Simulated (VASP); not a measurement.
Input of a VASP 6.6.1 run:

The input INCAR:

```
SYSTEM = CdSiN2
PREC = Accurate ; ENCUT = 520
EDIFF = 1E-8 ; ISMEAR = 0
SIGMA = 0.01 ; LREAL = .False.
LASPH = .True. ; NELM = 80
ALGO = Normal ; ISIF = 2
LWAVE = .False. ; LCHARG = .True.
GGA = PS ; NBANDS = 21
IBRION = 8 ; NSW = 1
LEPSILON = .True.
```

The input KPOINTS:

```
Automatic mesh
0
Gamma
  8 8 4
  0 0 0
```

File POSCAR:

```
CdSiN2
1.0
    3.0374960171      0.0000000000      0.0000000000
    0.0000000000      3.0374960171      0.0000000000
    0.0000000000      0.0000000000      5.0723198955
Cd N Si
1 2 1
Direct
    0.0000000000      0.0000000000      0.0000000000
    0.0000000000      0.5000000000      0.3179742602
    0.5000000000      0.0000000000      0.6820257398
    0.5000000000      0.5000000000      0.5000000000
```

Potentials or basis: VASP PAW PBE potentials, release 64 (Cd, N, Si).

The run is started by

```sh
$ cat potpaw_PBE.64/Cd/POTCAR potpaw_PBE.64/N/POTCAR potpaw_PBE.64/Si/POTCAR > POTCAR
$ mpirun -np 1 vasp_std > vasp.out
```

Problem. Estimate the electronic dielectric tensor (diagonal).

Solution. 6.53, 6.53, 6.54.

Problem. Estimate the Born charges (mean of the diagonal).

Solution. Cd +2.09; N -2.66; Si +3.23 e.

Problem. Estimate the highest phonon frequency at Γ.

Solution. 754 cm⁻¹.

Phonon frequencies in cm⁻¹ (negative: imaginary):
```tsv
q point	frequencies
(0.000, 0.000, 0.000)	0 0 0 154 154 358 467 467 702 738 754 754
```

Caveat: the cell stands under pressure or tension, which shifts response properties.
